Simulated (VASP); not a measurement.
A run of VASP 6.6.1:

File INCAR:

```
SYSTEM = BaZrO3
PREC = Accurate
ENCUT = 520
EDIFF = 1E-6
ISMEAR = -1
SIGMA = 0.02
LREAL = .FALSE.
LASPH = .TRUE.
NELM = 100
ALGO = Normal
ISIF = 2
LWAVE = .FALSE.
LCHARG = .FALSE.
GGA = PE
NBANDS = 28
```

File KPOINTS:

```
regular mesh
0
G
  6 6 6
  0 0 0
```

File POSCAR:

```
BaZrO3
1.0
    4.3735691108      0.0000000000      0.0000000000
    0.0000000000      4.3735691108      0.0000000000
    0.0000000000      0.0000000000      4.1255295979
Ba Zr O
1 1 3
Direct
    0.0000000000      0.0000000000      0.0000000000
    0.5000000000      0.5000000000      0.5000000000
    0.5000000000      0.5000000000      0.0000000000
    0.5000000000      0.0000000000      0.5000000000
    0.0000000000      0.5000000000      0.5000000000
```

Potentials or basis: VASP PAW PBE potentials, release 64 (Ba_sv, Zr_sv, O).

The run is started by

```bash
$ cat potpaw_PBE.64/Ba_sv/POTCAR potpaw_PBE.64/Zr_sv/POTCAR potpaw_PBE.64/O/POTCAR > POTCAR
$ mpirun -np 1 vasp_std > vasp.out
```

Hardware: 1 thread of Intel(R) Xeon(R) Platinum 8488C (Sapphire Rapids), on a shared host.

Question: Estimate the wall time of this run.

Answer: Run time: 44 s on 1 thread of Intel(R) Xeon(R) Platinum 8488C (Sapphire Rapids) (shared host), peak memory 0.24 GiB. Counts: scf iterations 14, k points 40.
